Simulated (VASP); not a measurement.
# Ir (Fm-3m) in VASP: notebook

Ir is run at these levels: PBE, LDA; tasks: single point.

All numbers are computed with VASP 6.6.1; they aren't measurements. Logs are shortened: lines on timing, memory, paths and dates and some standing lists are left out, and cuts for length are marked.

## 1. The cell of the first run

Symmetry: Fm-3m, No. 225, cubic system. The conventional cell has a = 3.854 Å, b = 3.854 Å, c = 3.854 Å, α = 90.00°, β = 90.00°, γ = 90.00°. Ir (site symmetry m-3m) has 12 Ir at 2.73 Å within 3.6 Å.

## 2. Single point, PBE

The input, INCAR:

```
PREC = Accurate ; ENCUT = 500
EDIFF = 1E-6 ; ISMEAR = -1
SIGMA = 0.0013 ; LREAL = F
LASPH = T ; NELM = 120
ALGO = Normal ; ISIF = 2
LWAVE = F ; LCHARG = F
GGA = PE ; NELECT = 7.0
NBANDS = 10 ; GGA_COMPAT = F
```

The input, KPOINTS:

```
regular mesh
0
Gamma
  4 4 4
```

The input, POSCAR:

```
Ir
1.0
    0.0000000000      1.9269646676      1.9269646676
    1.9269646676      0.0000000000      1.9269646676
    1.9269646676      1.9269646676      0.0000000000
Ir
1
Direct
    0.0000000000      0.0000000000      0.0000000000
```

Potentials or basis: VASP PAW PBE potentials, release 64 (Ir).

Command:

```
$ cat potpaw_PBE.64/Ir/POTCAR > POTCAR
$ mpirun -np 1 vasp_std > vasp.out
```

OUTCAR:

```text
PREC = Accurate
   ENCUT = 500
   EDIFF = 1E-6
   ISMEAR = -1
   LREAL = F
   LASPH = T
   NELM = 120
   ISIF = 2
   GGA = PE
   NELECT = 7.0

 ion  position               nearest neighbor table
   1  0.000  0.000  0.000-

  LATTYP: Found a face centered cubic cell.
 ALAT       =     3.8539293352

  Lattice vectors:

 A1 = (   0.0000000000,   1.9269646676,   1.9269646676)
 A2 = (   1.9269646676,   0.0000000000,   1.9269646676)
 A3 = (   1.9269646676,   1.9269646676,   0.0000000000)

Analysis of symmetry for initial positions (statically):
=====================================================================
 Subroutine PRICEL returns:
 Original cell was already a primitive cell.

 Routine SETGRP: Setting up the symmetry group for a
 face centered cubic supercell.

 Subroutine GETGRP returns: Found 48 space group operations
 (whereof 48 operations were pure point group operations)
 out of a pool of 48 trial point group operations.

The static configuration has the point symmetry O_h .

Analysis of symmetry for dynamics (positions and initial velocities):
=====================================================================
 Subroutine PRICEL returns:
 Original cell was already a primitive cell.

 Routine SETGRP: Setting up the symmetry group for a
 face centered cubic supercell.

 Subroutine GETGRP returns: Found 48 space group operations
 (whereof 48 operations were pure point group operations)
 out of a pool of 48 trial point group operations.

The dynamic configuration has the point symmetry O_h .

 Subroutine INISYM returns: Found 48 space group operations
 (whereof 48 operations are pure point group operations),
 and found     1 'primitive' translations

----------------------------------------------------------------------------------------

                                     Primitive cell

  volume of cell :      14.3104

  direct lattice vectors                    reciprocal lattice vectors
     0.000000000  1.926964668  1.926964668    -0.259475437  0.259475437  0.259475437
     1.926964668  0.000000000  1.926964668     0.259475437 -0.259475437  0.259475437
     1.926964668  1.926964668  0.000000000     0.259475437  0.259475437 -0.259475437

  length of vectors
     2.725139567  2.725139567  2.725139567     0.449424641  0.449424641  0.449424641

  position of ions in fractional coordinates (direct lattice)
     0.000000000  0.000000000  0.000000000

  ion indices of the primitive-cell ions
   primitive index   ion index
                 1           1

----------------------------------------------------------------------------------------

 KPOINTS: regular mesh

Automatic generation of k-mesh.
 Grid dimensions read from file:
 generate k-points for:    4    4    4

 Generating k-lattice:

  Cartesian coordinates                     Fractional coordinates (reciprocal lattice)
    -0.064868859  0.064868859  0.064868859     0.250000000  0.000000000  0.000000000
     0.064868859 -0.064868859  0.064868859     0.000000000  0.250000000  0.000000000
     0.064868859  0.064868859 -0.064868859     0.000000000  0.000000000  0.250000000

  Length of vectors
     0.112356160  0.112356160  0.112356160

  Shift w.r.t. Gamma in fractional coordinates (k-lattice)
     0.000000000  0.000000000  0.000000000

 Subroutine IBZKPT returns following result:
 ===========================================

 Found      8 irreducible k-points:

 Following reciprocal coordinates:
            Coordinates               Weight
  0.000000  0.000000  0.000000      1.000000
  0.250000  0.000000  0.000000      8.000000
  0.500000  0.000000  0.000000      4.000000
  0.250000  0.250000  0.000000      6.000000
  0.500000  0.250000  0.000000     24.000000
 -0.250000  0.250000  0.000000     12.000000
  0.500000  0.500000  0.000000      3.000000
 -0.250000  0.500000  0.250000      6.000000
   k-points           NKPTS =      8   k-points in BZ     NKDIM =      8   number of bands    NBANDS=     10
   number of dos      NEDOS =    301   number of ions     NIONS =      1
   total plane-waves  NPLWV =   8000
   dimension x,y,z NGX =    20 NGY =   20 NGZ =   20
   dimension x,y,z NGXF=    40 NGYF=   40 NGZF=   40
   ions per type =               1
   NGX,Y,Z   is equivalent  to a cutoff of  12.20, 12.20, 12.20 a.u.
   NGXF,Y,Z  is equivalent  to a cutoff of  24.40, 24.40, 24.40 a.u.
 SYSTEM =  unknown system
   PREC   = accura    normal or accurate (medium, high low for compatibility)
   ISTART =      0    job   : 0-new  1-cont  2-samecut
   ICHARG =      2    charge: 1-file 2-atom 10-const
   ISPIN  =      1    spin polarized calculation?
   LNONCOLLINEAR =      F non collinear calculations
   LSORBIT =      F    spin-orbit coupling
   LASPH  =      T    aspherical Exc in radial PAW
   ENCUT  =  500.0 eV  36.75 Ry    6.06 a.u.   4.97  4.97  4.97*2*pi/ulx,y,z
   NELM   =    120;   NELMIN=  2; NELMDL= -5     # of ELM steps
   EDIFF  = 0.1E-05   stopping-criterion for ELM
   LREAL  =      F    real-space projection
   EDIFFG = 0.1E-04   stopping-criterion for IOM
   NSW    =      0    number of steps for IOM
   IBRION =     -1    ionic relax: 0-MD 1-quasi-New 2-CG
   NFREE  =      0    steps in history (QN), initial steepest desc. (CG)
   ISIF   =      2    stress and relaxation
   ISYM   =      2    0-nonsym 1-usesym 2-fastsym
   POTIM  = 0.5000    time-step for ionic-motion
   TEBEG  =    0.0;   TEEND  =   0.0 temperature during run
   PSTRESS=    0.0 pullay stress
   NELECT =       7.0000    total number of electrons
   NUPDOWN=      -1.0000    fix difference up-down
   EMIN   =  10.00;   EMAX   =-10.00  energy-range for DOS
   EFERMI =   0.00;   METHOD = LEGACY
   ISMEAR =    -1;   SIGMA  =   0.00  broadening in eV -4-tet -1-fermi 0-gaus
   EFERMI_NEDOS =   21; number of points for ismear=-14 and -15
   IALGO  =     38    algorithm
   IMIX   =      4    mixing-type and parameters
     AMIX     =   0.40;   BMIX     =  1.00
     AMIX_MAG =   1.60;   BMIX_MAG =  1.00
  volume/ion in A,a.u.               =      14.31        96.57
  Fermi-wavevector in a.u.,A,eV,Ry     =   1.289903  2.437563 22.638054  1.663850
  Thomas-Fermi vector in A             =   2.421767
   LORBIT       =      0    0 simple, 1 ext, 2 COOP (PROOUT), +10 PAW based schemes
   GGA     = PE    functional components
   LHFCALC =     F    Hartree Fock is set to
   AEXX    =    0.0000 exact exchange contribution
   IVDW    =     0    specifies the selected vdW correction
   LEPSILON=     F    determine dielectric tensor
   LRPA    =     F    only Hartree local field effects (RPA)
 non-spin polarized calculation
  energy-cutoff  :      500.00
  volume of cell :       14.31
 maximum number of plane-waves:       380
   NGX =  9   NGY =  9   NGZ =  9

 number of electron       7.0000000 magnetization

 Free energy of the ion-electron system (eV)
  ---------------------------------------------------
  ext. energy  EPLUGINS =         0.00000000
  ---------------------------------------------------
  free energy    TOTEN  =       -26.17703271 eV

  energy without entropy =      -26.17637050  energy(sigma->0) =      -26.17670160

 E-fermi :   7.4586     XC(G=0): -12.9056

 val. band max:        7.4581188670   @ k =   0.5000   0.2500   0.0000
 cond. band min:       7.5122659678   @ k =   0.2500   0.2500   0.0000
 fundamental gap:      0.0541471008
 Fermi energy:         7.4585562809

 k-point     1 :       0.0000    0.0000    0.0000
  band No.  band energies     occupation
      1       0.3235      2.00000
      2       5.7263      2.00000
      3       5.7263      2.00000
      4       5.7263      2.00000
      5       7.9838      0.00000
      6       7.9838      0.00000
      7      26.1586      0.00000
      8      31.6838      0.00000
      9      31.6838      0.00000
     10      31.6838      0.00000

 k-point     2 :       0.2500    0.0000    0.0000
  band No.  band energies     occupation
      1       2.2607      2.00000
      2       5.7262      2.00000
      3       6.1384      2.00000
      4       6.1384      2.00000
      5       8.1998      0.00000
      6       8.1998      0.00000
      7      24.9857      0.00000
      8      28.0022      0.00000
      9      34.6672      0.00000
     10      34.6672      0.00000

 k-point     3 :       0.5000    0.0000    0.0000
  band No.  band energies     occupation
      1       2.4483      2.00000
      2       5.7012      2.00000
      3       5.7012      2.00000
      4       9.7684      0.00000
      5       9.7684      0.00000
      6      10.6656      0.00000
      7      16.7406      0.00000
      8      25.9452      0.00000
      9      30.7939      0.00000
     10      30.7939      0.00000

 k-point     4 :       0.2500    0.2500    0.0000
  band No.  band energies     occupation
      1       3.0339      2.00000
      2       4.1165      2.00000
      3       6.8764      2.00000
      4       7.5123      0.00000
      5       7.5123      0.00000
      6       8.8029      0.00000
      7      28.8753      0.00000
      8      28.8753      0.00000
      9      29.3983      0.00000
     10      30.5875      0.00000

 k-point     5 :       0.5000    0.2500    0.0000
  band No.  band energies     occupation
      1       3.4511      2.00000
      2       4.6887      2.00000
      3       6.3746      2.00000
      4       7.4581      1.16667
      5       9.9019      0.00000
      6      13.6682      0.00000
      7      18.6369      0.00000
      8      25.6185      0.00000
      9      27.1965      0.00000
     10      30.6370      0.00000

 k-point     6 :      -0.2500    0.2500    0.0000
  band No.  band energies     occupation
      1       4.2407      2.00000
      2       5.0370      2.00000
      3       5.6776      2.00000
      4       7.0872      2.00000
      5       7.8949      0.00000
      6      12.1547      0.00000
      7      22.2310      0.00000
      8      24.3387      0.00000
      9      29.5271      0.00000
     10      33.1325      0.00000

 k-point     7 :       0.5000    0.5000    0.0000
  band No.  band energies     occupation
      1       2.6857      2.00000
      2       2.8396      2.00000
      3       9.7260      0.00000
      4      10.2458      0.00000
      5      10.2458      0.00000
      6      12.8221      0.00000
      7      20.1593      0.00000
      8      22.8542      0.00000
      9      22.8542      0.00000
     10      32.1718      0.00000

 k-point     8 :      -0.2500    0.5000    0.2500
  band No.  band energies     occupation
      1       4.1393      2.00000
      2       5.1463      2.00000
      3       5.1463      2.00000
      4       7.7521      0.00000
      5      10.2493      0.00000
      6      18.3568      0.00000
      7      19.4081      0.00000
      8      19.4081      0.00000
      9      23.4774      0.00000
     10      36.5554      0.00000

------------------------ aborting loop because EDIFF is reached ----------------------------------------

  FORCE on cell =-STRESS in cart. coord.  units (eV):
  Direction    XX          YY          ZZ          XY          YZ          ZX
  --------------------------------------------------------------------------------------
  -------------------------------------------------------------------------------------
  Total      -31.0771573    -31.0771573    -31.0771573     -0.0000000      0.0000000     -0.0000000
  in kB    -3479.3700315  -3479.3700315  -3479.3700315     -0.0000000      0.0000000     -0.0000000
  external PRESSURE =   -3479.3700315 kB  Pullay stress =       0.0000000 kB

 VOLUME and BASIS-vectors are now :
 -----------------------------------------------------------------------------
  energy-cutoff  :      500.00
  volume of cell :       14.31
      direct lattice vectors                 reciprocal lattice vectors
     0.000000000  1.926964668  1.926964668    -0.259475437  0.259475437  0.259475437
     1.926964668  0.000000000  1.926964668     0.259475437 -0.259475437  0.259475437
     1.926964668  1.926964668  0.000000000     0.259475437  0.259475437 -0.259475437

 POSITION                                       TOTAL-FORCE (eV/Angst)
 -----------------------------------------------------------------------------------
      0.00000      0.00000      0.00000        -0.000000     -0.000000     -0.000000
 -----------------------------------------------------------------------------------
    total drift:                                0.000000      0.000000     -0.000000

  FREE ENERGIE OF THE ION-ELECTRON SYSTEM (eV)
  ---------------------------------------------------
  free  energy   TOTEN  =       -26.1770327093 eV

  energy  without entropy=      -26.1763704958  energy(sigma->0) =      -26.17670160
```

Wall time 2 s (1 thread of Intel Xeon Platinum 8375C at 2.90GHz (Ice Lake), shared host); peak memory 0.12 GiB.

Results:

- Free energy: -26.1770 eV

Caveat: the k points lie up to 0.71 Å⁻¹ apart; the cell carries a net charge on a neutralising background, which shifts energy and pressure; the cell is charged against a uniform background, so pressure and absolute levels hang on convention; spin-orbit coupling is left out, which moves the levels of the heavy elements.

## 3. Single point, PBE

The input, INCAR:

```
SYSTEM = Ir
PREC     = Accurate       ! precision mode
ENCUT    = 500            ! plane-wave cutoff, eV
EDIFF    = 1E-6           ! SCF threshold, eV
ISMEAR   = 0              ! smearing method
SIGMA    = 0.1            ! smearing width, eV
LREAL    = .False.        ! projectors in reciprocal space
LASPH    = .True.         ! aspherical terms in the spheres
NELM     = 120            ! most SCF steps
ALGO     = Normal         ! electronic algorithm
ISIF     = 2              ! what is computed and relaxed
LWAVE    = .False.        ! write WAVECAR
LCHARG   = .False.        ! write CHGCAR
GGA      = PE             ! functional
NBANDS   = 10             ! bands
GGA_COMPAT= .False.
```

The input, KPOINTS:

```
regular mesh
0
Gamma
  6 6 6
  0 0 0
```

POSCAR is that of step 2.

Potentials or basis: VASP PAW PBE potentials, release 64 (Ir).

Command:

```
$ cat potpaw_PBE.64/Ir/POTCAR > POTCAR
$ mpirun -np 1 vasp_std > vasp.out
```

Wall time 2.5 s (1 thread of Intel Xeon Platinum 8375C at 2.90GHz (Ice Lake), shared host); peak memory 0.12 GiB.

It converged, with:

- Free energy: -8.7857 eV
- Pressure: 5.9 GPa

Levels at points of the mesh, in eV from the Fermi level:
```csv
k point,band 1,band 2,band 3,band 4,band 5,band 6,band 7,band 8
"(0.00, 0.00, 0.00)",-10.56,-3.39,-3.39,-3.39,-0.77,-0.77,14.80,20.30
"(0.50, 0.00, 0.00)",-7.55,-3.50,-3.50,-0.29,1.29,1.29,7.57,14.33
"(0.50, 0.50, 0.00)",-7.36,-6.79,1.25,1.86,1.86,2.14,10.78,12.09
```

Caveat: the k points lie up to 0.47 Å⁻¹ apart; spin-orbit coupling is left out, which moves the levels of the heavy elements.

## 4. Single point, LDA

The input, INCAR:

```
SYSTEM = Ir
PREC = Accurate ; ENCUT = 500
EDIFF = 1E-6 ; ISMEAR = 0
SIGMA = 0.1 ; LREAL = .FALSE.
LASPH = .TRUE. ; NELM = 120
ALGO = Normal ; ISIF = 2
LWAVE = .FALSE. ; LCHARG = .TRUE.
GGA = CA ; LELF = .TRUE.
LVHAR = .TRUE. ; NBANDS = 10
GGA_COMPAT = .FALSE.
```

The input, KPOINTS:

```
Automatic mesh
0
G
  6 6 6
  0 0 0
```

POSCAR is that of step 3.

Potentials or basis: VASP PAW LDA potentials, release 64 (Ir).

Command:

```
$ cat potpaw_LDA.64/Ir/POTCAR > POTCAR
$ mpirun -np 1 vasp_std > vasp.out
```

Wall time 2.2 s (1 thread of Intel Xeon Platinum 8375C at 2.90GHz (Ice Lake), shared host); peak memory 0.12 GiB.

It converged, with:

```yaml
Free_energy: -10.2527 eV
Pressure: -9.5 GPa
```

Levels at points of the mesh, in eV from the Fermi level:
```csv
k point,band 1,band 2,band 3,band 4,band 5,band 6,band 7,band 8,band 9
"(0.00, 0.00, 0.00)",-10.53,-3.41,-3.41,-3.41,-0.75,-0.75,14.84,20.29,20.29
"(0.50, 0.00, 0.00)",-7.55,-3.50,-3.50,-0.23,1.30,1.30,7.58,14.37,20.10
"(0.50, 0.50, 0.00)",-7.35,-6.79,1.28,1.87,1.87,2.20,10.79,12.10,12.10
```

Caveat: the k points lie up to 0.47 Å⁻¹ apart; spin-orbit coupling is left out, which moves the levels of the heavy elements.

## 5. Single point, PBE

The input, INCAR:

```
PREC = Accurate ; ENCUT = 500
EDIFF = 1E-6 ; ISMEAR = 0
SIGMA = 0.1 ; LREAL = F
LASPH = T ; NELM = 120
ALGO = Normal ; ISIF = 2
LWAVE = F ; LCHARG = T
GGA = PE ; LELF = T
LVHAR = T ; NBANDS = 10
GGA_COMPAT = F
```

The input, KPOINTS:

```
regular mesh
0
Gamma
  10 10 10
```

POSCAR is that of step 4.

Potentials or basis: VASP PAW PBE potentials, release 64 (Ir).

Command:

```
$ cat potpaw_PBE.64/Ir/POTCAR > POTCAR
$ mpirun -np 1 vasp_std > vasp.out
```

OUTCAR:

```text
PREC = Accurate
   ENCUT = 500
   EDIFF = 1E-6
   ISMEAR = 0
   LREAL = F
   LASPH = T
   NELM = 120
   ISIF = 2
   GGA = PE

 ion  position               nearest neighbor table
   1  0.000  0.000  0.000-

  LATTYP: Found a face centered cubic cell.
 ALAT       =     3.8539293352

  Lattice vectors:

 A1 = (   0.0000000000,   1.9269646676,   1.9269646676)
 A2 = (   1.9269646676,   0.0000000000,   1.9269646676)
 A3 = (   1.9269646676,   1.9269646676,   0.0000000000)

Analysis of symmetry for initial positions (statically):
[... 480 lines left out ...]
      2       3.7423      2.00000
      3       7.5968      2.00000
      4       9.3670      2.00000
      5      10.9628      0.00000
      6      11.0160      0.00000
      7      22.9544      0.00000
      8      25.2099      0.00000
      9      26.1121      0.00000
     10      31.0649      0.00000

 [... further k-points ...]
[... 5 lines left out ...]
  --------------------------------------------------------------------------------------
  -------------------------------------------------------------------------------------
  Total        0.4663610      0.4663610      0.4663610      0.0000000      0.0000000     -0.0000000
  in kB       52.2133507     52.2133507     52.2133507      0.0000000      0.0000000     -0.0000000
  external PRESSURE =      52.2133507 kB  Pullay stress =       0.0000000 kB

 VOLUME and BASIS-vectors are now :
 -----------------------------------------------------------------------------
  energy-cutoff  :      500.00
  volume of cell :       14.31
      direct lattice vectors                 reciprocal lattice vectors
     0.000000000  1.926964668  1.926964668    -0.259475437  0.259475437  0.259475437
     1.926964668  0.000000000  1.926964668     0.259475437 -0.259475437  0.259475437
     1.926964668  1.926964668  0.000000000     0.259475437  0.259475437 -0.259475437

 POSITION                                       TOTAL-FORCE (eV/Angst)
 -----------------------------------------------------------------------------------
      0.00000      0.00000      0.00000         0.000000      0.000000      0.000000
 -----------------------------------------------------------------------------------
    total drift:                               -0.000000      0.000000     -0.000000

  FREE ENERGIE OF THE ION-ELECTRON SYSTEM (eV)
  ---------------------------------------------------
  free  energy   TOTEN  =        -8.8536144937 eV

  energy  without entropy=       -8.8478669229  energy(sigma->0) =       -8.85074071
```

stdout:

```text
POSCAR found type information on POSCAR Ir
 POSCAR found :  1 types and       1 ions
 scaLAPACK will be used
 LDA part: xc-table for (Slater+PW92), standard interpolation
 POSCAR, INCAR and KPOINTS ok, starting setup
 FFT: planning ... GRIDC
 FFT: planning ... GRID_SOFT
 FFT: planning ... GRID
 WAVECAR not read
 entering main loop
```

Wall time 9.2 s (1 thread of Intel Xeon 8259CL, shared host); peak memory 0.13 GiB.

Results:

| Property | Result |
| --- | --- |
| Free energy | -8.8536 eV |
| Pressure | 5.2 GPa |

Caveat: spin-orbit coupling is left out, which moves the levels of the heavy elements.

## 6. Summary

```tsv
level	potentials or basis	k mesh	gap on the mesh (eV)	pressure (GPa)
PBE	VASP PAW PBE potentials, release 64 (Ir)	6 × 6 × 6	none	5.9
LDA	VASP PAW LDA potentials, release 64 (Ir)	6 × 6 × 6	none	-9.5
PBE	VASP PAW PBE potentials, release 64 (Ir)	10 × 10 × 10	none	5.2
```

Alike in all rows: task single point; no spin polarisation; cell as given; cutoff (eV) 500; smearing gaussian 0.1 eV.

Caveats: some runs use coarse meshes; spin-orbit coupling is left out, which moves the levels of the heavy elements.

Total energies depend on the potentials used, so only differences within one code and one set of settings carry meaning.
